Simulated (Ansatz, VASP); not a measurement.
## One calculation of Ru, two programs

INCAR

```
ALGO = Fast
EDIFF = 1E-6
ENCUT = 520
GGA = PS
ISIF = 2
ISMEAR = 0
LASPH = T
LCHARG = T
LELF = T
LREAL = F
LVHAR = T
LWAVE = F
NBANDS = 21
NELM = 100
PREC = Accurate
SIGMA = 0.15
```

Contents of KPOINTS:

```
k-points
0
Gamma
  24 24 12
```

The input POSCAR:

```
Ru
1.0
    2.7057993342      0.0000000000      0.0000000000
   -1.3528996671      2.3432909610      0.0000000000
    0.0000000000      0.0000000000      4.2819000000
Ru
2
Direct
    0.3119958209      0.6239916418      0.2266458815
    0.6666666667      0.3333333333      0.7500000000
```

Input for Ansatz:

```yaml
crystal:
  lattice:
    - [2.7057993342, 0.0, 0.0]
    - [-1.3528996671, 2.343290961, 0.0]
    - [0.0, 0.0, 4.2819]
  atoms:
    - { symbol: Ru, position: [0.3119958209, 0.6239916418, 0.2266458815] }
    - { symbol: Ru, position: [0.6666666667, 0.3333333333, 0.75] }
basis:
  ecutwfc: 420
kpoints:
  mp_grid: { grid: [24, 24, 12] }
hamiltonian:
  xc: pbesol
scf:
  occupations: { method: gaussian, width: 0.15 }
output:
  forces: true
  stress: true
  eigenvalues: true
```

Alike in both runs: task single point; functional PBEsol; k mesh 24 × 24 × 12; occupations gaussian, width 0.15 eV; no spin polarisation.

```csv
,VASP,Ansatz
version,VASP 6.6.1,Ansatz 0.2.0
potentials or method,"VASP PAW PBE potentials, release 64 (Ru_pv), cutoff 520 eV","scalar-relativistic, plane waves, PAW"
valence electrons in the cell,28,32
```

```tsv
	VASP	Ansatz	Ansatz less VASP
gap on the k mesh at the Fermi level (eV)	none	none	-
pressure (GPa)	-4.0	-4.0	+0.01
traceless stress, the component that is largest in VASP (GPa)	-2.42	-2.38	+0.046
rms of the force components (eV/Å)	0.816	0.808	-0.0085
```

VASP's potentials were made for PBE, not for PBEsol. Atom by atom the forces differ by 0.010 eV/Å (rms over components). A gap of «none» marks a metal or a gap that the smearing closes. VASP's potentials hold 28 valence electrons a cell and Ansatz's 32, so a difference there can come from the potentials and not from the codes.
